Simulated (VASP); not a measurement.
# BaS (I4/mmm) in VASP: a series of runs, part 3 of 3

VASP 6.6.1.

**5. Single point, PBE (strain +0.0050 x Voigt [0, 0, 1, 0, 0, 0])**

Input file INCAR:

```
SYSTEM = BaS
ALGO = Normal ; EDIFF = 1E-6
ENCUT = 520 ; GGA = PE
ISIF = 2 ; ISMEAR = 0
LASPH = .TRUE. ; LCHARG = .FALSE.
LREAL = .FALSE. ; LWAVE = .FALSE.
NBANDS = 15 ; NELM = 100
PREC = Accurate ; SIGMA = 0.05
```

Input file KPOINTS:

```
k-points
0
G
  8 8 8
  0 0 0
```

Input file POSCAR:

```
BaS
1.0
    0.0000000000      3.1937500000      3.2097187500
    3.1937500000      0.0000000000      3.2097187500
    3.1937500000      3.1937500000      0.0000000000
Ba S
1 1
Direct
    0.0000000000      0.0000000000      0.0000000000
    0.5000000000      0.5000000000      0.5000000000
```

Potentials or basis: VASP PAW PBE potentials, release 64 (Ba_sv, S).

Command:

```sh
$ cat potpaw_PBE.64/Ba_sv/POTCAR potpaw_PBE.64/S/POTCAR > POTCAR
$ mpirun -np 1 vasp_std > vasp.out
```

OUTCAR:

```text
SYSTEM = BaS
   EDIFF = 1E-6
   ENCUT = 520
   GGA = PE
   ISIF = 2
   ISMEAR = 0
   LASPH = .TRUE.
   LREAL = .FALSE.
   NELM = 100
   PREC = Accurate

 ion  position               nearest neighbor table
   1  0.000  0.000  0.000-   2 3.19   2 3.19   2 3.19   2 3.19   2 3.21   2 3.21
   2  0.500  0.500  0.500-   1 3.19   1 3.19   1 3.19   1 3.19   1 3.21   1 3.21

  LATTYP: Found a body centered tetragonal cell.
 ALAT       =     4.5166445648
 C/A-ratio  =     1.4212846302

  Lattice vectors:

 A1 = (  -3.1937500000,   0.0000000000,   3.2097187500)
 A2 = (   3.1937500000,   0.0000000000,   3.2097187500)
 A3 = (   0.0000000000,   3.1937500000,  -3.2097187500)

Analysis of symmetry for initial positions (statically):
=====================================================================
 Subroutine PRICEL returns:
 Original cell was already a primitive cell.

 Routine SETGRP: Setting up the symmetry group for a
 body centered tetragonal supercell.

 Subroutine GETGRP returns: Found 16 space group operations
 (whereof 16 operations were pure point group operations)
 out of a pool of 16 trial point group operations.

The static configuration has the point symmetry D_4h.

Analysis of symmetry for dynamics (positions and initial velocities):
=====================================================================
 Subroutine PRICEL returns:
 Original cell was already a primitive cell.

 Routine SETGRP: Setting up the symmetry group for a
 body centered tetragonal supercell.

 Subroutine GETGRP returns: Found 16 space group operations
 (whereof 16 operations were pure point group operations)
 out of a pool of 16 trial point group operations.

The dynamic configuration has the point symmetry D_4h.

 Subroutine INISYM returns: Found 16 space group operations
 (whereof 16 operations are pure point group operations),
 and found     1 'primitive' translations

----------------------------------------------------------------------------------------

                                     Primitive cell

  volume of cell :      65.4785

  direct lattice vectors                    reciprocal lattice vectors
     0.000000000  3.193750000  3.209718750    -0.156555773  0.156555773  0.155776889
     3.193750000  0.000000000  3.209718750     0.156555773 -0.156555773  0.155776889
     3.193750000  3.193750000  0.000000000     0.156555773  0.156555773 -0.155776889

  length of vectors
     4.527950256  4.527950256  4.516644565     0.270713611  0.270713611  0.270713611

  position of ions in fractional coordinates (direct lattice)
     0.000000000  0.000000000  0.000000000
     0.500000000  0.500000000  0.500000000

  ion indices of the primitive-cell ions
   primitive index   ion index
                 1           1
                 2           2

----------------------------------------------------------------------------------------

 KPOINTS: k-points

Automatic generation of k-mesh.
 Grid dimensions read from file:
 generate k-points for:    8    8    8

 Generating k-lattice:

  Cartesian coordinates                     Fractional coordinates (reciprocal lattice)
    -0.019569472  0.019569472  0.019472111     0.125000000 -0.000000000  0.000000000
     0.019569472 -0.019569472  0.019472111    -0.000000000  0.125000000  0.000000000
     0.019569472  0.019569472 -0.019472111     0.000000000  0.000000000  0.125000000

  Length of vectors
     0.033839201  0.033839201  0.033839201

  Shift w.r.t. Gamma in fractional coordinates (k-lattice)
     0.000000000  0.000000000  0.000000000

 Subroutine IBZKPT returns following result:
 ===========================================

 Found     59 irreducible k-points:

 Following reciprocal coordinates:
            Coordinates               Weight
  0.000000  0.000000  0.000000      1.000000
  0.125000  0.000000  0.000000      8.000000
  0.250000  0.000000  0.000000      8.000000
  0.375000  0.000000  0.000000      8.000000
  0.500000  0.000000  0.000000      4.000000
  0.125000  0.125000  0.000000      2.000000
[... 16 lines left out ...]
  0.250000  0.000000  0.125000     16.000000
  0.375000  0.000000  0.125000     16.000000
 [... further k-points ...]
   k-points           NKPTS =     59   k-points in BZ     NKDIM =     59   number of bands    NBANDS=     15
   number of dos      NEDOS =    301   number of ions     NIONS =      2
   total plane-waves  NPLWV =  46656
   dimension x,y,z NGX =    36 NGY =   36 NGZ =   36
   dimension x,y,z NGXF=    72 NGYF=   72 NGZF=   72
   ions per type =               1   1
   NGX,Y,Z   is equivalent  to a cutoff of  13.22, 13.22, 13.25 a.u.
   NGXF,Y,Z  is equivalent  to a cutoff of  26.44, 26.44, 26.50 a.u.
 SYSTEM =  BaS
   PREC   = accura    normal or accurate (medium, high low for compatibility)
   ISTART =      0    job   : 0-new  1-cont  2-samecut
   ICHARG =      2    charge: 1-file 2-atom 10-const
   ISPIN  =      1    spin polarized calculation?
   LNONCOLLINEAR =      F non collinear calculations
   LSORBIT =      F    spin-orbit coupling
   LASPH  =      T    aspherical Exc in radial PAW
   ENCUT  =  520.0 eV  38.22 Ry    6.18 a.u.   8.42  8.42  8.40*2*pi/ulx,y,z
   NELM   =    100;   NELMIN=  2; NELMDL= -5     # of ELM steps
   EDIFF  = 0.1E-05   stopping-criterion for ELM
   LREAL  =      F    real-space projection
   EDIFFG = 0.1E-04   stopping-criterion for IOM
   NSW    =      0    number of steps for IOM
   IBRION =     -1    ionic relax: 0-MD 1-quasi-New 2-CG
   NFREE  =      0    steps in history (QN), initial steepest desc. (CG)
   ISIF   =      2    stress and relaxation
   ISYM   =      2    0-nonsym 1-usesym 2-fastsym
   POTIM  = 0.5000    time-step for ionic-motion
   TEBEG  =    0.0;   TEEND  =   0.0 temperature during run
   PSTRESS=    0.0 pullay stress
   NELECT =      16.0000    total number of electrons
   NUPDOWN=      -1.0000    fix difference up-down
   EMIN   =  10.00;   EMAX   =-10.00  energy-range for DOS
   EFERMI =   0.00;   METHOD = LEGACY
   ISMEAR =     0;   SIGMA  =   0.05  broadening in eV -4-tet -1-fermi 0-gaus
   EFERMI_NEDOS =   21; number of points for ismear=-14 and -15
   IALGO  =     38    algorithm
   IMIX   =      4    mixing-type and parameters
     AMIX     =   0.40;   BMIX     =  1.00
     AMIX_MAG =   1.60;   BMIX_MAG =  1.00
  volume/ion in A,a.u.               =      32.74       220.94
  Fermi-wavevector in a.u.,A,eV,Ry     =   1.023486  1.934108 14.252423  1.047524
  Thomas-Fermi vector in A             =   2.157222
   LORBIT       =      0    0 simple, 1 ext, 2 COOP (PROOUT), +10 PAW based schemes
   GGA     = PE    functional components
   LHFCALC =     F    Hartree Fock is set to
   AEXX    =    0.0000 exact exchange contribution
   IVDW    =     0    specifies the selected vdW correction
   LEPSILON=     F    determine dielectric tensor
   LRPA    =     F    only Hartree local field effects (RPA)
 non-spin polarized calculation
 Gauss-broadening in eV      SIGMA  =   0.05
  energy-cutoff  :      520.00
  volume of cell :       65.48
 maximum number of plane-waves:      1807
 NGX is ok and might be reduce to    36
   NGX = 17   NGY = 17   NGZ = 17

 number of electron      16.0000002 magnetization

 Free energy of the ion-electron system (eV)
  ---------------------------------------------------
  ext. energy  EPLUGINS =         0.00000000
  ---------------------------------------------------
  free energy    TOTEN  =       -10.18717609 eV

  energy without entropy =      -10.18717609  energy(sigma->0) =      -10.18717609

 E-fermi :   1.6770     XC(G=0):  -8.6051

 val. band max:        1.4332792813   @ k =   0.0000   0.0000   0.0000
 cond. band min:       3.5424162493   @ k =   0.5000   0.0000   0.5000
 fundamental gap:      2.1091369680
 Fermi energy:         1.6770073949

 k-point     1 :       0.0000    0.0000    0.0000
  band No.  band energies     occupation
      1     -24.6622      2.00000
      2      -9.7185      2.00000
      3      -9.7185      2.00000
      4      -9.7185      2.00000
      5      -8.9249      2.00000
      6       1.4173      2.00000
      7       1.4333      2.00000
      8       1.4333      2.00000
      9       5.0021      0.00000
     10       5.2729      0.00000
     11       5.3076      0.00000
     12       5.3076      0.00000
     13       6.2034      0.00000
     14       6.2310      0.00000
[... 401 lines left out ...]
      2     -10.6030      2.00000
      3      -9.7859      2.00000
      4      -9.7786      2.00000
      5      -7.9952      2.00000
      6      -0.0816      2.00000
      7       0.6031      2.00000
      8       0.7538      2.00000
      9       5.2669      0.00000
     10       7.1529      0.00000
     11       7.2421      0.00000
     12       7.3869      0.00000
     13       8.0809      0.00000
     14       9.5240      0.00000
     15      11.5768      0.00000

 [... further k-points ...]
[... 5 lines left out ...]
  --------------------------------------------------------------------------------------
  -------------------------------------------------------------------------------------
  Total        0.5457506      0.5457506      0.3728426      0.0000000     -0.0000000     -0.0000000
  in kB       13.3538346     13.3538346      9.1229920      0.0000000     -0.0000000     -0.0000000
  external PRESSURE =      11.9435537 kB  Pullay stress =       0.0000000 kB

 VOLUME and BASIS-vectors are now :
 -----------------------------------------------------------------------------
  energy-cutoff  :      520.00
  volume of cell :       65.48
      direct lattice vectors                 reciprocal lattice vectors
     0.000000000  3.193750000  3.209718750    -0.156555773  0.156555773  0.155776889
     3.193750000  0.000000000  3.209718750     0.156555773 -0.156555773  0.155776889
     3.193750000  3.193750000  0.000000000     0.156555773  0.156555773 -0.155776889

 POSITION                                       TOTAL-FORCE (eV/Angst)
 -----------------------------------------------------------------------------------
      0.00000      0.00000      0.00000        -0.000000      0.000000      0.000000
      3.19375      3.19375      3.20972         0.000000     -0.000000     -0.000000
 -----------------------------------------------------------------------------------
    total drift:                                0.000000      0.000000      0.000000

  FREE ENERGIE OF THE ION-ELECTRON SYSTEM (eV)
  ---------------------------------------------------
  free  energy   TOTEN  =       -10.1871760913 eV

  energy  without entropy=      -10.1871760913  energy(sigma->0) =      -10.18717609
```

OSZICAR:

```text
N       E                     dE             d eps       ncg     rms          rms(c)
DAV:   1     0.829846512406E+02    0.82985E+02   -0.68674E+03  1770   0.928E+02
DAV:   2    -0.581763619178E+01   -0.88802E+02   -0.80218E+02  2459   0.168E+02
DAV:   3    -0.105722481678E+02   -0.47546E+01   -0.47223E+01  2460   0.408E+01
DAV:   4    -0.106675524035E+02   -0.95304E-01   -0.95276E-01  2270   0.591E+00
DAV:   5    -0.106700219630E+02   -0.24696E-02   -0.24695E-02  2457   0.750E-01    0.478E+00
DAV:   6    -0.101696256962E+02    0.50040E+00   -0.67990E-01  2043   0.497E+00    0.327E+00
DAV:   7    -0.101718559687E+02   -0.22303E-02   -0.18620E-01  2240   0.243E+00    0.211E+00
DAV:   8    -0.101857325343E+02   -0.13877E-01   -0.24490E-02  2015   0.113E+00    0.199E-01
DAV:   9    -0.101862327116E+02   -0.50018E-03   -0.32627E-03  2309   0.416E-01    0.151E-01
DAV:  10    -0.101870812447E+02   -0.84853E-03   -0.97652E-04  1889   0.209E-01    0.398E-02
DAV:  11    -0.101871732007E+02   -0.91956E-04   -0.12174E-04  2239   0.667E-02    0.124E-02
DAV:  12    -0.101871761552E+02   -0.29545E-05   -0.64334E-06  1987   0.167E-02    0.323E-03
DAV:  13    -0.101871760913E+02    0.63860E-07   -0.26162E-07  1816   0.340E-03
   1 F= -.10187176E+02 E0= -.10187176E+02  d E =-.538708E-14
```

Run time: 30 s. Hardware: 1 thread of Intel Xeon Platinum 8488C (Sapphire Rapids), shared host; peak memory 0.23 GiB.

Results:

- Free energy: -10.1872 eV
- Pressure: 1.2 GPa
- Band gap on the k mesh: 2.11 eV, indirect (least direct gap 2.25 eV)

Stress tensor (GPa, compression positive):
```
1.34 0.00 0.00
0.00 1.34 0.00
0.00 0.00 0.91
```

Levels at points of the mesh, in eV from the valence-band top:
| k point | band 6 | band 7 | band 8 | band 9 | band 10 | band 11 |
| --- | --- | --- | --- | --- | --- | --- |
| (0.00, 0.00, 0.00) | -0.02 | 0.00 | 0.00 | 3.57 | 3.84 | 3.87 |
| (0.50, 0.00, 0.00) | -1.93 | -1.08 | -1.08 | 5.52 | 5.67 | 6.28 |
| (0.50, 0.50, 0.00) | -0.55 | -0.14 | -0.14 | 2.11 | 5.91 | 5.99 |
| (0.50, 0.00, 0.50) | -0.53 | -0.16 | -0.14 | 2.11 | 5.91 | 6.00 |

Caveat: the cell differs from its parent crystal (strain +0.0050 x Voigt [0, 0, 1, 0, 0, 0]); spin-orbit coupling is left out, which moves the levels of the heavy elements.

**6. Single point, PBE (strain -0.0050 x Voigt [0, 0, 1, 0, 0, 0])**

Input file INCAR:

```
PREC = Accurate
ENCUT = 520
EDIFF = 1E-7
ISMEAR = 0
SIGMA = 0.05
LREAL = F
LASPH = T
NELM = 60
ALGO = Normal
ISIF = 2
LWAVE = F
LCHARG = T
GGA = PE
LELF = T
LVHAR = T
NBANDS = 15
```

Input file KPOINTS:

```
Automatic mesh
0
Gamma
  8 8 8
```

Input file POSCAR:

```
BaS
1.0
    0.0000000000      3.1937500000      3.1777812500
    3.1937500000      0.0000000000      3.1777812500
    3.1937500000      3.1937500000      0.0000000000
Ba S
1 1
Direct
    0.0000000000      0.0000000000      0.0000000000
    0.5000000000      0.5000000000      0.5000000000
```

Potentials or basis: VASP PAW PBE potentials, release 64 (Ba_sv, S).

Command:

```sh
$ cat potpaw_PBE.64/Ba_sv/POTCAR potpaw_PBE.64/S/POTCAR > POTCAR
$ mpirun -np 1 vasp_std > vasp.out
```

It took 32 s on 1 thread of Intel Xeon Platinum 8488C (Sapphire Rapids), shared host; peak memory 0.23 GiB.

The run converged. Its results:

- Free energy: -10.1813 eV
- Pressure: 1.7 GPa
- Band gap on the k mesh: 2.08 eV, indirect (least direct gap 2.22 eV)

Stress tensor (GPa, compression positive):
```
1.52 0.00 0.00
0.00 1.52 0.00
0.00 0.00 1.98
```

Levels at points of the mesh, in eV from the valence-band top:
```csv
k point,band 4,band 5,band 6,band 7,band 8,band 9,band 10,band 11,band 12,band 13
"(0.00, 0.00, 0.00)",-11.12,-10.38,-0.02,-0.02,0.00,3.61,3.85,3.85,3.88,4.77
"(0.50, 0.00, 0.00)",-11.16,-9.11,-1.96,-1.11,-1.11,5.55,5.70,6.31,6.32,8.93
"(0.50, 0.50, 0.00)",-11.32,-10.29,-0.51,-0.15,-0.15,2.08,5.94,6.05,7.51,7.51
"(0.50, 0.00, 0.50)",-11.32,-10.29,-0.54,-0.15,-0.13,2.09,5.92,6.05,7.49,7.53
```

Caveat: the cell differs from its parent crystal (strain -0.0050 x Voigt [0, 0, 1, 0, 0, 0]); spin-orbit coupling is left out, which moves the levels of the heavy elements. A k mesh can miss the band edges.

**7. The runs side by side**

```csv
cell,gap on the mesh (eV),pressure (GPa)
"a = 4.472, b = 4.472, c = 4.517 Å, angles 59.7, 59.7, 60.7°, 2 atoms",2.01,2.5
"a = 4.494, b = 4.494, c = 4.517 Å, angles 59.8, 59.8, 60.3°, 2 atoms",2.06,1.9
"a = 4.483, b = 4.483, c = 4.517 Å, angles 59.8, 59.8, 60.5°, 2 atoms",2.04,2.2
"a = 4.528, b = 4.528, c = 4.517 Å, angles 60.1, 60.1, 59.8°, 2 atoms",2.11,1.2
"a = 4.505, b = 4.505, c = 4.517 Å, angles 59.9, 59.9, 60.2°, 2 atoms",2.08,1.7
```

Alike in all rows: task single point; level PBE; potentials or basis VASP PAW PBE potentials, release 64 (Ba_sv, S); no spin polarisation; k mesh 8 × 8 × 8; cutoff (eV) 520; smearing gaussian 0.05 eV.

Caveats: spin-orbit coupling is left out, which moves the levels of the heavy elements.

Total energies depend on the potentials used, so only differences within one code and one set of settings carry meaning.
